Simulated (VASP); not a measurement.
# PbS in VASP: notebook

PbS is run at these levels: PBEsol; tasks: single point.

All numbers are computed with VASP 6.6.1; they aren't measurements. Logs are shortened: lines on timing, memory, paths and dates and some standing lists are left out, and cuts for length are marked.

### 1 The cell of the first run

Symmetry: Fm-3m, No. 225, cubic system. The conventional cell has a = 5.942 Å, b = 5.942 Å, c = 5.942 Å, α = 90.00°, β = 90.00°, γ = 90.00°. Pb (site symmetry m-3m) has 6 S at 2.97 Å within 3.9 Å. S (site symmetry m-3m) has 6 Pb at 2.97 Å within 3.9 Å.

### 2 Single point, PBEsol (volume scaled by 1.020)

INCAR reads:

```
SYSTEM = PbS
PREC = Accurate
ENCUT = 520
EDIFF = 1E-6
ISMEAR = 0
SIGMA = 0.05
LREAL = .FALSE.
LASPH = .TRUE.
NELM = 80
ALGO = Normal
ISIF = 2
LWAVE = .FALSE.
LCHARG = .FALSE.
GGA = PS
NBANDS = 17
```

KPOINTS reads:

```
regular mesh
0
G
  10 10 10
  0 0 0
```

POSCAR reads:

```
PbS
1.0
    0.0000000000      2.9711044043      2.9711044043
    2.9711044043      0.0000000000      2.9711044043
    2.9711044043      2.9711044043      0.0000000000
Pb S
1 1
Direct
    0.5000000000      0.5000000000      0.5000000000
    0.0000000000      0.0000000000      0.0000000000
```

Potentials or basis: VASP PAW PBE potentials, release 64 (Pb_d, S).

Run with:

```sh
cat potpaw_PBE.64/Pb_d/POTCAR potpaw_PBE.64/S/POTCAR > POTCAR
mpirun -np 1 vasp_std > vasp.out
```

OUTCAR:

```text
SYSTEM = PbS
   PREC = Accurate
   ENCUT = 520
   EDIFF = 1E-6
   ISMEAR = 0
   LREAL = .FALSE.
   LASPH = .TRUE.
   NELM = 80
   ISIF = 2
   GGA = PS

 ion  position               nearest neighbor table
   1  0.500  0.500  0.500-   2 2.97   2 2.97   2 2.97   2 2.97   2 2.97   2 2.97
   2  0.000  0.000  0.000-   1 2.97   1 2.97   1 2.97   1 2.97   1 2.97   1 2.97

  LATTYP: Found a face centered cubic cell.
 ALAT       =     5.9422088086

  Lattice vectors:

 A1 = (   0.0000000000,   2.9711044043,   2.9711044043)
 A2 = (   2.9711044043,   0.0000000000,   2.9711044043)
 A3 = (   2.9711044043,   2.9711044043,   0.0000000000)

Analysis of symmetry for initial positions (statically):
=====================================================================
 Subroutine PRICEL returns:
 Original cell was already a primitive cell.

 Routine SETGRP: Setting up the symmetry group for a
 face centered cubic supercell.

 Subroutine GETGRP returns: Found 48 space group operations
 (whereof 48 operations were pure point group operations)
 out of a pool of 48 trial point group operations.

The static configuration has the point symmetry O_h .

Analysis of symmetry for dynamics (positions and initial velocities):
=====================================================================
 Subroutine PRICEL returns:
 Original cell was already a primitive cell.

 Routine SETGRP: Setting up the symmetry group for a
 face centered cubic supercell.

 Subroutine GETGRP returns: Found 48 space group operations
 (whereof 48 operations were pure point group operations)
 out of a pool of 48 trial point group operations.

The dynamic configuration has the point symmetry O_h .

 Subroutine INISYM returns: Found 48 space group operations
 (whereof 48 operations are pure point group operations),
 and found     1 'primitive' translations

----------------------------------------------------------------------------------------

                                     Primitive cell

  volume of cell :      52.4546

  direct lattice vectors                    reciprocal lattice vectors
     0.000000000  2.971104404  2.971104404    -0.168287590  0.168287590  0.168287590
     2.971104404  0.000000000  2.971104404     0.168287590 -0.168287590  0.168287590
     2.971104404  2.971104404  0.000000000     0.168287590  0.168287590 -0.168287590

[... 73 lines left out ...]
 SYSTEM =  PbS
   PREC   = accura    normal or accurate (medium, high low for compatibility)
   ISTART =      0    job   : 0-new  1-cont  2-samecut
   ICHARG =      2    charge: 1-file 2-atom 10-const
   ISPIN  =      1    spin polarized calculation?
   LNONCOLLINEAR =      F non collinear calculations
   LSORBIT =      F    spin-orbit coupling
   LASPH  =      T    aspherical Exc in radial PAW
   ENCUT  =  520.0 eV  38.22 Ry    6.18 a.u.   7.81  7.81  7.81*2*pi/ulx,y,z
   NELM   =     80;   NELMIN=  2; NELMDL= -5     # of ELM steps
   EDIFF  = 0.1E-05   stopping-criterion for ELM
   LREAL  =      F    real-space projection
   EDIFFG = 0.1E-04   stopping-criterion for IOM
   NSW    =      0    number of steps for IOM
   IBRION =     -1    ionic relax: 0-MD 1-quasi-New 2-CG
   NFREE  =      0    steps in history (QN), initial steepest desc. (CG)
   ISIF   =      2    stress and relaxation
   ISYM   =      2    0-nonsym 1-usesym 2-fastsym
   POTIM  = 0.5000    time-step for ionic-motion
   TEBEG  =    0.0;   TEEND  =   0.0 temperature during run
   PSTRESS=    0.0 pullay stress
   NELECT =      20.0000    total number of electrons
   NUPDOWN=      -1.0000    fix difference up-down
   EMIN   =  10.00;   EMAX   =-10.00  energy-range for DOS
   EFERMI =   0.00;   METHOD = LEGACY
   ISMEAR =     0;   SIGMA  =   0.05  broadening in eV -4-tet -1-fermi 0-gaus
   EFERMI_NEDOS =   21; number of points for ismear=-14 and -15
   IALGO  =     38    algorithm
   IMIX   =      4    mixing-type and parameters
     AMIX     =   0.40;   BMIX     =  1.00
     AMIX_MAG =   1.60;   BMIX_MAG =  1.00
  volume/ion in A,a.u.               =      26.23       176.99
  Fermi-wavevector in a.u.,A,eV,Ry     =   1.187108  2.243309 19.173677  1.409226
  Thomas-Fermi vector in A             =   2.323266
   LORBIT       =      0    0 simple, 1 ext, 2 COOP (PROOUT), +10 PAW based schemes
   GGA     = PS    functional components
   LHFCALC =     F    Hartree Fock is set to
   AEXX    =    0.0000 exact exchange contribution
   IVDW    =     0    specifies the selected vdW correction
   LEPSILON=     F    determine dielectric tensor
   LRPA    =     F    only Hartree local field effects (RPA)
 non-spin polarized calculation
 Gauss-broadening in eV      SIGMA  =   0.05
  energy-cutoff  :      520.00
  volume of cell :       52.45
 maximum number of plane-waves:      1428
   NGX = 15   NGY = 15   NGZ = 15

 number of electron      19.9999999 magnetization

 Free energy of the ion-electron system (eV)
  ---------------------------------------------------
  ext. energy  EPLUGINS =         0.00000000
  ---------------------------------------------------
  free energy    TOTEN  =        -9.45331931 eV

  energy without entropy =       -9.45331918  energy(sigma->0) =       -9.45331924

 E-fermi :   5.7484     XC(G=0):  -9.8618

 val. band max:        5.6113604486   @ k =   0.5000   0.0000   0.0000
 cond. band min:       5.8854373088   @ k =   0.5000   0.0000   0.0000
 fundamental gap:      0.2740768601
 Fermi energy:         5.7483995688

 k-point     1 :       0.0000    0.0000    0.0000
  band No.  band energies     occupation
      1     -11.1169      2.00000
      2     -11.1169      2.00000
      3     -11.1169      2.00000
      4     -11.1034      2.00000
      5     -11.1034      2.00000
      6      -7.9366      2.00000
[... 457 lines left out ...]
      4     -11.0710      2.00000
      5     -11.0665      2.00000
      6      -6.6773      2.00000
[... 9 lines left out ...]
     16      16.5395      0.00000
     17      17.2240      0.00000

 [... further k-points ...]
[... 5 lines left out ...]
  --------------------------------------------------------------------------------------
  -------------------------------------------------------------------------------------
  Total       -0.3907684     -0.3907684     -0.3907684     -0.0000000     -0.0000000      0.0000000
  in kB      -11.9356552    -11.9356552    -11.9356552     -0.0000000     -0.0000000      0.0000000
  external PRESSURE =     -11.9356552 kB  Pullay stress =       0.0000000 kB

 VOLUME and BASIS-vectors are now :
 -----------------------------------------------------------------------------
  energy-cutoff  :      520.00
  volume of cell :       52.45
      direct lattice vectors                 reciprocal lattice vectors
     0.000000000  2.971104404  2.971104404    -0.168287590  0.168287590  0.168287590
     2.971104404  0.000000000  2.971104404     0.168287590 -0.168287590  0.168287590
     2.971104404  2.971104404  0.000000000     0.168287590  0.168287590 -0.168287590

 POSITION                                       TOTAL-FORCE (eV/Angst)
 -----------------------------------------------------------------------------------
      2.97110      2.97110      2.97110         0.000000     -0.000000     -0.000000
      0.00000      0.00000      0.00000         0.000000      0.000000      0.000000
 -----------------------------------------------------------------------------------
    total drift:                                0.000000     -0.000000      0.000000

  FREE ENERGIE OF THE ION-ELECTRON SYSTEM (eV)
  ---------------------------------------------------
  free  energy   TOTEN  =        -9.4533193051 eV

  energy  without entropy=       -9.4533191817  energy(sigma->0) =       -9.45331924
```

OSZICAR:

```text
N       E                     dE             d eps       ncg     rms          rms(c)
DAV:   1     0.152045094729E+03    0.15205E+03   -0.97070E+03  1606   0.124E+03
DAV:   2     0.177809462317E+01   -0.15027E+03   -0.14515E+03  1707   0.314E+02
DAV:   3    -0.958993064450E+01   -0.11368E+02   -0.11283E+02  2065   0.881E+01
DAV:   4    -0.985341115749E+01   -0.26348E+00   -0.26325E+00  2023   0.148E+01
DAV:   5    -0.986246013876E+01   -0.90490E-02   -0.90483E-02  2270   0.272E+00    0.428E+00
DAV:   6    -0.945691938753E+01    0.40554E+00   -0.11642E+00  2548   0.759E+00    0.291E+00
DAV:   7    -0.945368340400E+01    0.32360E-02   -0.10902E-01  1967   0.169E+00    0.160E+00
DAV:   8    -0.945355554296E+01    0.12786E-03   -0.11479E-02  1889   0.109E+00    0.191E-01
DAV:   9    -0.945324620973E+01    0.30933E-03   -0.23606E-03  2531   0.380E-01    0.755E-02
DAV:  10    -0.945332033535E+01   -0.74126E-04   -0.19844E-04  1852   0.850E-02    0.409E-02
DAV:  11    -0.945331927627E+01    0.10591E-05   -0.20930E-05  2266   0.469E-02    0.852E-03
DAV:  12    -0.945331930506E+01   -0.28788E-07   -0.10812E-06  1573   0.136E-02
   1 F= -.94533193E+01 E0= -.94533192E+01  d E =-.123352E-06
```

Run time: 17 s. Hardware: 1 thread of Intel Xeon 6975P-C (Granite Rapids), shared host; peak memory 0.19 GiB.

What came out:

| Item | Value |
| --- | --- |
| Free energy | -9.4533 eV |
| Pressure | -1.2 GPa |
| Band gap on the k mesh | 0.27 eV, direct |

Caveat: the PAW data sets were made with another functional, which shifts forces and pressure a little; spin-orbit coupling is left out, which moves the levels of the heavy elements. A k mesh can miss the band edges.

(Part 1 of 3 ends here.)
